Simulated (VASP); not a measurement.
# TiC (Fm-3m) in VASP: notebook

Aim: see how the results for TiC move with the level of theory and the settings. Levels: BLYP, r2SCAN+D4, PBE, revPBE+D3(BJ). Tasks: single point.

All numbers are computed with VASP 6.6.1; they aren't measurements. Logs are shortened: lines on timing, memory, paths and dates and some standing lists are left out, and cuts for length are marked.

## Step 1: The cell of the first run

It takes space group Fm-3m (No. 225, cubic). The conventional cell has a = 4.388 Å, b = 4.388 Å, c = 4.388 Å, α = 90.00°, β = 90.00°, γ = 90.00°. Ti (site symmetry m-3m) has 6 C at 2.19 Å within 2.9 Å. Within 2.9 Å of C (site symmetry m-3m) lie 6 Ti at 2.19 Å.

## Step 2: Single point, BLYP

INCAR reads:

```
PREC = Accurate
ENCUT = 520
EDIFF = 1E-6
ISMEAR = -1
SIGMA = 0.05
LREAL = False
LASPH = True
NELM = 80
ALGO = Normal
ISIF = 2
LWAVE = False
LCHARG = True
GGA = B5
ALDAX = 1.0
AGGAX = 1.0
AGGAC = 1.0
ALDAC = 0.0
LELF = True
LVHAR = True
NBANDS = 15
```

KPOINTS reads:

```
Automatic mesh
0
Gamma
  11 11 11
```

POSCAR reads:

```
TiC
1.0
    0.0000000000      2.1942184125      2.1942184125
    2.1942184125      0.0000000000      2.1942184125
    2.1942184125      2.1942184125      0.0000000000
Ti C
1 1
Direct
    0.0000000000      0.0000000000      0.0000000000
    0.5000000000      0.5000000000      0.5000000000
```

Potentials or basis: VASP PAW PBE potentials, release 64 (Ti_sv, C).

On the command line:

```bash
cat potpaw_PBE.64/Ti_sv/POTCAR potpaw_PBE.64/C/POTCAR > POTCAR
mpirun -np 1 vasp_std > vasp.out
```

OUTCAR:

```text
PREC = Accurate
   ENCUT = 520
   EDIFF = 1E-6
   ISMEAR = -1
   LREAL = False
   LASPH = True
   NELM = 80
   ISIF = 2
   GGA = B5

 ion  position               nearest neighbor table
   1  0.000  0.000  0.000-   2 2.19   2 2.19   2 2.19   2 2.19   2 2.19   2 2.19
   2  0.500  0.500  0.500-   1 2.19   1 2.19   1 2.19   1 2.19   1 2.19   1 2.19

  LATTYP: Found a face centered cubic cell.
 ALAT       =     4.3884368250

  Lattice vectors:

 A1 = (   0.0000000000,   2.1942184125,   2.1942184125)
 A2 = (   2.1942184125,   0.0000000000,   2.1942184125)
 A3 = (   2.1942184125,   2.1942184125,   0.0000000000)

Analysis of symmetry for initial positions (statically):
=====================================================================
 Subroutine PRICEL returns:
 Original cell was already a primitive cell.

 Routine SETGRP: Setting up the symmetry group for a
 face centered cubic supercell.

 Subroutine GETGRP returns: Found 48 space group operations
[... 9 lines left out ...]

 Routine SETGRP: Setting up the symmetry group for a
 face centered cubic supercell.

 Subroutine GETGRP returns: Found 48 space group operations
[... 11 lines left out ...]
                                     Primitive cell

  volume of cell :      21.1285

  direct lattice vectors                    reciprocal lattice vectors
     0.000000000  2.194218413  2.194218413    -0.227871572  0.227871572  0.227871572
     2.194218413  0.000000000  2.194218413     0.227871572 -0.227871572  0.227871572
     2.194218413  2.194218413  0.000000000     0.227871572  0.227871572 -0.227871572

  length of vectors
     3.103093438  3.103093438  3.103093438     0.394685141  0.394685141  0.394685141

  position of ions in fractional coordinates (direct lattice)
[... 8 lines left out ...]
----------------------------------------------------------------------------------------

 KPOINTS: Automatic mesh

Automatic generation of k-mesh.
 Grid dimensions read from file:
 generate k-points for:   11   11   11

 Generating k-lattice:

  Cartesian coordinates                     Fractional coordinates (reciprocal lattice)
    -0.020715597  0.020715597  0.020715597     0.090909091  0.000000000  0.000000000
     0.020715597 -0.020715597  0.020715597     0.000000000  0.090909091  0.000000000
     0.020715597  0.020715597 -0.020715597     0.000000000  0.000000000  0.090909091

  Length of vectors
     0.035880467  0.035880467  0.035880467

  Shift w.r.t. Gamma in fractional coordinates (k-lattice)
     0.000000000  0.000000000  0.000000000

 Subroutine IBZKPT returns following result:
 ===========================================

 Found     56 irreducible k-points:

 Following reciprocal coordinates:
            Coordinates               Weight
  0.000000  0.000000  0.000000      1.000000
  0.090909  0.000000  0.000000      8.000000
  0.181818  0.000000  0.000000      8.000000
  0.272727  0.000000  0.000000      8.000000
  0.363636  0.000000  0.000000      8.000000
  0.454545  0.000000  0.000000      8.000000
[... 16 lines left out ...]
 -0.272727  0.181818  0.000000     24.000000
 -0.181818  0.181818  0.000000     12.000000
 [... further k-points ...]
   k-points           NKPTS =     56   k-points in BZ     NKDIM =     56   number of bands    NBANDS=     15
   number of dos      NEDOS =    301   number of ions     NIONS =      2
   total plane-waves  NPLWV =  13824
   dimension x,y,z NGX =    24 NGY =   24 NGZ =   24
   dimension x,y,z NGXF=    48 NGYF=   48 NGZF=   48
   ions per type =               1   1
   NGX,Y,Z   is equivalent  to a cutoff of  12.86, 12.86, 12.86 a.u.
   NGXF,Y,Z  is equivalent  to a cutoff of  25.72, 25.72, 25.72 a.u.
 SYSTEM =  unknown system
   PREC   = accura    normal or accurate (medium, high low for compatibility)
   ISTART =      0    job   : 0-new  1-cont  2-samecut
   ICHARG =      2    charge: 1-file 2-atom 10-const
   ISPIN  =      1    spin polarized calculation?
   LNONCOLLINEAR =      F non collinear calculations
   LSORBIT =      F    spin-orbit coupling
   LASPH  =      T    aspherical Exc in radial PAW
   ENCUT  =  520.0 eV  38.22 Ry    6.18 a.u.   5.77  5.77  5.77*2*pi/ulx,y,z
   NELM   =     80;   NELMIN=  2; NELMDL= -5     # of ELM steps
   EDIFF  = 0.1E-05   stopping-criterion for ELM
   LREAL  =      F    real-space projection
   EDIFFG = 0.1E-04   stopping-criterion for IOM
   NSW    =      0    number of steps for IOM
   IBRION =     -1    ionic relax: 0-MD 1-quasi-New 2-CG
   NFREE  =      0    steps in history (QN), initial steepest desc. (CG)
   ISIF   =      2    stress and relaxation
   ISYM   =      2    0-nonsym 1-usesym 2-fastsym
   POTIM  = 0.5000    time-step for ionic-motion
   TEBEG  =    0.0;   TEEND  =   0.0 temperature during run
   PSTRESS=    0.0 pullay stress
   NELECT =      16.0000    total number of electrons
   NUPDOWN=      -1.0000    fix difference up-down
   EMIN   =  10.00;   EMAX   =-10.00  energy-range for DOS
   EFERMI =   0.00;   METHOD = LEGACY
   ISMEAR =    -1;   SIGMA  =   0.05  broadening in eV -4-tet -1-fermi 0-gaus
   EFERMI_NEDOS =   21; number of points for ismear=-14 and -15
   IALGO  =     38    algorithm
   IMIX   =      4    mixing-type and parameters
     AMIX     =   0.40;   BMIX     =  1.00
     AMIX_MAG =   1.60;   BMIX_MAG =  1.00
  volume/ion in A,a.u.               =      10.56        71.29
  Fermi-wavevector in a.u.,A,eV,Ry     =   1.492193  2.819836 30.295272  2.226640
  Thomas-Fermi vector in A             =   2.604752
   LORBIT       =      0    0 simple, 1 ext, 2 COOP (PROOUT), +10 PAW based schemes
   GGA     = B5    functional components
   LHFCALC =     F    Hartree Fock is set to
   AEXX    =    0.0000 exact exchange contribution
   IVDW    =     0    specifies the selected vdW correction
   LEPSILON=     F    determine dielectric tensor
   LRPA    =     F    only Hartree local field effects (RPA)
 non-spin polarized calculation
  energy-cutoff  :      520.00
  volume of cell :       21.13
 maximum number of plane-waves:       578
   NGX = 11   NGY = 11   NGZ = 11

 number of electron      15.9999996 magnetization

 Free energy of the ion-electron system (eV)
  ---------------------------------------------------
  ext. energy  EPLUGINS =         0.00000000
  ---------------------------------------------------
  free energy    TOTEN  =       -17.04390212 eV

  energy without entropy =      -17.04138295  energy(sigma->0) =      -17.04264253

 E-fermi :   9.4480     XC(G=0): -11.8454

 val. band max:        9.3609205780   @ k =   0.1818   0.1818   0.0000
 cond. band min:       9.5058926489   @ k =   0.0909   0.0000   0.0000
 fundamental gap:      0.1449720708
 Fermi energy:         9.4480397190

 k-point     1 :       0.0000    0.0000    0.0000
  band No.  band energies     occupation
      1     -47.1828      2.00000
      2     -23.3794      2.00000
      3     -23.3794      2.00000
      4     -23.3794      2.00000
      5      -2.6651      2.00000
      6      10.0528      0.00001
      7      10.0528      0.00001
      8      10.0528      0.00001
      9      10.9328      0.00000
     10      10.9328      0.00000
     11      10.9563      0.00000
     12      10.9563      0.00000
     13      10.9563      0.00000
     14      19.5587      0.00000
     15      23.8799      0.00000

 k-point     2 :       0.0909    0.0000    0.0000
  band No.  band energies     occupation
      1     -47.1780      2.00000
      2     -23.4139      2.00000
      3     -23.3827      2.00000
      4     -23.3827      2.00000
      5      -2.4917      2.00000
      6       9.2846      1.92668
      7       9.5059      0.47840
      8       9.5059      0.47840
      9      10.3330      0.00000
     10      10.3330      0.00000
     11      11.3306      0.00000
     12      12.3507      0.00000
     13      12.3507      0.00000
     14      19.8747      0.00000
     15      23.8412      0.00000

 k-point     3 :       0.1818    0.0000    0.0000
  band No.  band energies     occupation
      1     -47.1650      2.00000
      2     -23.5053      2.00000
      3     -23.3916      2.00000
      4     -23.3916      2.00000
      5      -1.9941      2.00000
      6       7.9217      2.00000
      7       8.4198      2.00000
      8       8.4198      2.00000
      9      10.6535      0.00000
     10      10.6535      0.00000
     11      11.7477      0.00000
     12      13.8095      0.00000
     13      13.8095      0.00000
     14      20.4332      0.00000
     15      23.5758      0.00000

 k-point     4 :       0.2727    0.0000    0.0000
  band No.  band energies     occupation
      1     -47.1480      2.00000
      2     -23.6232      2.00000
      3     -23.4032      2.00000
      4     -23.4032      2.00000
      5      -1.2385      2.00000
      6       6.4367      2.00000
      7       7.5446      2.00000
      8       7.5446      2.00000
      9      11.1525      0.00000
     10      11.1525      0.00000
     11      12.1643      0.00000
     12      15.1707      0.00000
     13      15.1707      0.00000
     14      20.1064      0.00000
     15      23.8343      0.00000
[... 307 lines left out ...]
 k-point    22 :      -0.3636    0.1818    0.0000
  band No.  band energies     occupation
      1     -47.1172      2.00000
      2     -23.7344      2.00000
      3     -23.5128      2.00000
      4     -23.4306      2.00000
      5       0.1730      2.00000
      6       4.7274      2.00000
      7       6.6966      2.00000
      8       6.8176      2.00000
      9      11.7332      0.00000
     10      12.0404      0.00000
     11      12.9251      0.00000
     12      15.0212      0.00000
     13      16.7010      0.00000
     14      19.8010      0.00000
     15      23.3330      0.00000

 k-point    23 :      -0.2727    0.1818    0.0000
  band No.  band energies     occupation
      1     -47.1277      2.00000
      2     -23.6783      2.00000
      3     -23.5036      2.00000
      4     -23.4122      2.00000
      5      -0.3866      2.00000
      6       5.3822      2.00000
      7       6.9323      2.00000
      8       7.0741      2.00000
      9      11.2528      0.00000
     10      12.0915      0.00000
     11      12.8925      0.00000
     12      14.1497      0.00000
     13      16.7791      0.00000
     14      20.4438      0.00000
     15      22.9502      0.00000

 k-point    24 :      -0.1818    0.1818    0.0000
  band No.  band energies     occupation
      1     -47.1422      2.00000
      2     -23.6094      2.00000
      3     -23.4705      2.00000
      4     -23.3967      2.00000
      5      -1.0671      2.00000
      6       6.2865      2.00000
      7       7.2797      2.00000
      8       7.6064      2.00000
      9      10.8307      0.00000
     10      11.8104      0.00000
     11      12.7278      0.00000
     12      13.4330      0.00000
     13      16.1697      0.00000
     14      21.0052      0.00000
     15      22.8884      0.00000

 [... further k-points ...]
[... 5 lines left out ...]
  --------------------------------------------------------------------------------------
  -------------------------------------------------------------------------------------
  Total       -0.1099393     -0.1099393     -0.1099393     -0.0000000     -0.0000000      0.0000000
  in kB       -8.3366971     -8.3366971     -8.3366971     -0.0000000     -0.0000000      0.0000000
  external PRESSURE =      -8.3366971 kB  Pullay stress =       0.0000000 kB

 VOLUME and BASIS-vectors are now :
 -----------------------------------------------------------------------------
  energy-cutoff  :      520.00
  volume of cell :       21.13
      direct lattice vectors                 reciprocal lattice vectors
     0.000000000  2.194218413  2.194218413    -0.227871572  0.227871572  0.227871572
     2.194218413  0.000000000  2.194218413     0.227871572 -0.227871572  0.227871572
     2.194218413  2.194218413  0.000000000     0.227871572  0.227871572 -0.227871572

 POSITION                                       TOTAL-FORCE (eV/Angst)
 -----------------------------------------------------------------------------------
      0.00000      0.00000      0.00000        -0.000000     -0.000000     -0.000000
      2.19422      2.19422      2.19422         0.000000      0.000000      0.000000
 -----------------------------------------------------------------------------------
    total drift:                                0.000000     -0.000000     -0.000000

  FREE ENERGIE OF THE ION-ELECTRON SYSTEM (eV)
  ---------------------------------------------------
  free  energy   TOTEN  =       -17.0439021174 eV

  energy  without entropy=      -17.0413829480  energy(sigma->0) =      -17.04264253
```

Run time: 11 s. Hardware: 1 thread of Intel Xeon 6975P-C (Granite Rapids), shared host; peak memory 0.14 GiB.

What came out:

| Item | Value |
| --- | --- |
| Free energy | -17.0439 eV |
| Pressure | -0.8 GPa |
| Band gap on the k mesh | zero (band 8 reaches 10.05 eV, above the bottom of band 9 at 8.99 eV) |

Levels at points of the mesh, in eV from the Fermi level:
```
           k point  band 6  band 7  band 8  band 9  band 10  band 11
(0.00, 0.00, 0.00)    0.60    0.60    0.60    1.48     1.48     1.51
```

Caveat: the PAW data sets were made with another functional, which shifts forces and pressure a little.

## Step 3: Single point, BLYP

This run uses another cell than the first one, of 10.77 Å³/atom, 1.019 times its volume.

INCAR reads:

```
  AGGAC = 1.0
  AGGAX = 1.0
  ALDAC = 0.0
  ALDAX = 1.0
  ALGO = Normal
  EDIFF = 1E-6
  ENCUT = 520
  GGA = B5
  ISIF = 2
  ISMEAR = -1
  LASPH = T
  LCHARG = F
  LREAL = F
  LWAVE = F
  NBANDS = 15
  NELM = 100
  PREC = Accurate
  SIGMA = 0.05
```

KPOINTS reads:

```
k-points
0
Gamma
  11 11 11
```

POSCAR reads:

```
TiC
1.0
    0.0000000000      2.2081947028      2.2081947028
    2.2081947028      0.0000000000      2.2081947028
    2.2081947028      2.2081947028      0.0000000000
Ti C
1 1
Direct
    0.0000000000      0.0000000000      0.0000000000
    0.5000000000      0.5000000000      0.5000000000
```

Potentials or basis: VASP PAW PBE potentials, release 64 (Ti_sv, C).

On the command line:

```bash
cat potpaw_PBE.64/Ti_sv/POTCAR potpaw_PBE.64/C/POTCAR > POTCAR
mpirun -np 1 vasp_std > vasp.out
```

It took 11 s on 1 thread of Intel Xeon 6975P-C (Granite Rapids), shared host; peak memory 0.14 GiB.

It converged, with:

| Item | Value |
| --- | --- |
| Free energy | -17.0368 eV |
| Pressure | -5.0 GPa |
| Band gap on the k mesh | zero (band 8 reaches 9.83 eV, above the bottom of band 9 at 8.78 eV) |

Levels at points of the mesh, in eV from the Fermi level:
```tsv
k point	band 6	band 7	band 8	band 9	band 10	band 11
(0.00, 0.00, 0.00)	0.60	0.60	0.60	1.45	1.45	1.49
```

Caveat: the PAW data sets were made with another functional, which shifts forces and pressure a little.

## Step 4: Single point, r2SCAN+D4

This run uses another cell than the first one, of 10.07 Å³/atom, 0.953 times its volume.

POSCAR reads:

```
TiC
1.0
    0.0000000000      2.1591192742      2.1591192742
    2.1591192742      0.0000000000      2.1591192742
    2.1591192742      2.1591192742      0.0000000000
Ti C
1 1
Direct
    0.0000000000      0.0000000000      0.0000000000
    0.5000000000      0.5000000000      0.5000000000
```

INCAR.step1 reads:

```
SYSTEM = TiC
ALGO = Normal
EDIFF = 1E-4
ENCUT = 520
GGA = PE
ISMEAR = -1
LASPH = .TRUE.
LCHARG = .FALSE.
LREAL = .FALSE.
LWAVE = .TRUE.
NBANDS = 15
NELM = 60
PREC = Accurate
SIGMA = 0.05
```

INCAR.step2 reads:

```
SYSTEM = TiC
ALGO = Normal
EDIFF = 1E-6
ENCUT = 520
ISIF = 2
ISMEAR = -1
ISTART = 1
IVDW = 13
LASPH = .TRUE.
LCHARG = .FALSE.
LMIXTAU = .TRUE.
LREAL = .FALSE.
LWAVE = .FALSE.
METAGGA = R2SCAN
NBANDS = 15
NELM = 60
PREC = Accurate
SIGMA = 0.05
VDW_A1 = 0.51559235
VDW_A2 = 5.77342911
VDW_S6 = 1.0
VDW_S8 = 0.6018749
```

KPOINTS reads:

```
k-points
0
G
  11 11 11
  0 0 0
```

On the command line:

```bash
cat potpaw_PBE.64/Ti_sv/POTCAR potpaw_PBE.64/C/POTCAR > POTCAR
cp INCAR.step1 INCAR
mpirun -np 1 vasp_std > vasp.out
cp INCAR.step2 INCAR
mpirun -np 1 vasp_std > vasp.out
```

Wall time 26 s (1 thread of Intel Xeon 6975P-C (Granite Rapids), shared host); peak memory 0.15 GiB.

It converged, with:

```
Free energy                : -25.0754 eV
Pressure                   : 1.0 GPa
Band gap on the k mesh     : zero (band 8 reaches 10.47 eV, above the bottom of band 9 at 9.13 eV)
Dispersion energy per atom : -0.104 eV
```

Levels at points of the mesh, in eV from the Fermi level:
| k point | band 5 | band 6 | band 7 | band 8 | band 9 | band 10 | band 11 | band 12 |
| --- | --- | --- | --- | --- | --- | --- | --- | --- |
| (0.00, 0.00, 0.00) | -13.33 | 0.79 | 0.79 | 0.79 | 1.60 | 1.60 | 1.60 | 1.66 |

Caveat: the PAW data sets were made with another functional, which shifts forces and pressure a little; pairwise dispersion overbinds metals, which lowers pressure and volume.

## Step 5: Single point, PBE

This run uses another cell than the first one, of 10.16 Å³/atom, 0.962 times its volume.

INCAR reads:

```
ALGO     = Normal         # electronic algorithm
EDIFF    = 1E-7           # SCF threshold, eV
ENCUT    = 520            # plane-wave cutoff, eV
GGA      = PE             # functional
ISIF     = 2              # what is computed and relaxed
ISMEAR   = -1             # smearing method
LASPH    = True           # aspherical terms in the spheres
LCHARG   = False          # write CHGCAR
LREAL    = False          # projectors in reciprocal space
LWAVE    = False          # write WAVECAR
NBANDS   = 15             # bands
NELM     = 80             # most SCF steps
PREC     = Accurate       # precision mode
SIGMA    = 0.05           # smearing width, eV
```

KPOINTS reads:

```
k-points
0
Gamma
  8 8 8
```

POSCAR reads:

```
TiC
1.0
    0.0000000000      2.1657188437      2.1657188437
    2.1657188437      0.0000000000      2.1657188437
    2.1657188437      2.1657188437      0.0000000000
Ti C
1 1
Direct
    0.0000000000      0.0000000000      0.0000000000
    0.5000000000      0.5000000000      0.5000000000
```

On the command line:

```bash
cat potpaw_PBE.64/Ti_sv/POTCAR potpaw_PBE.64/C/POTCAR > POTCAR
mpirun -np 1 vasp_std > vasp.out
```

Wall time 7.7 s (1 thread of Intel Xeon Platinum 8259CL at 2.50GHz (Skylake/Cascade Lake), shared host); peak memory 0.14 GiB.

Results (log left out):

| Property | Result |
| --- | --- |
| Free energy | -18.7084 eV |
| Pressure | 0.5 GPa |
| Band gap on the k mesh | zero (band 8 reaches 10.10 eV, above the bottom of band 9 at 9.01 eV) |

Levels at points of the mesh, in eV from the Fermi level:
| k point | band 6 | band 7 | band 8 | band 9 | band 10 | band 11 |
| --- | --- | --- | --- | --- | --- | --- |
| (0.00, 0.00, 0.00) | 0.74 | 0.74 | 0.74 | 1.72 | 1.72 | 1.72 |
| (0.50, 0.00, 0.00) | -5.79 | -2.85 | -2.85 | 2.96 | 2.96 | 4.14 |
| (0.50, 0.50, 0.00) | -3.38 | -1.57 | 0.01 | 0.01 | 2.75 | 3.56 |

[end of part 1 of 2]
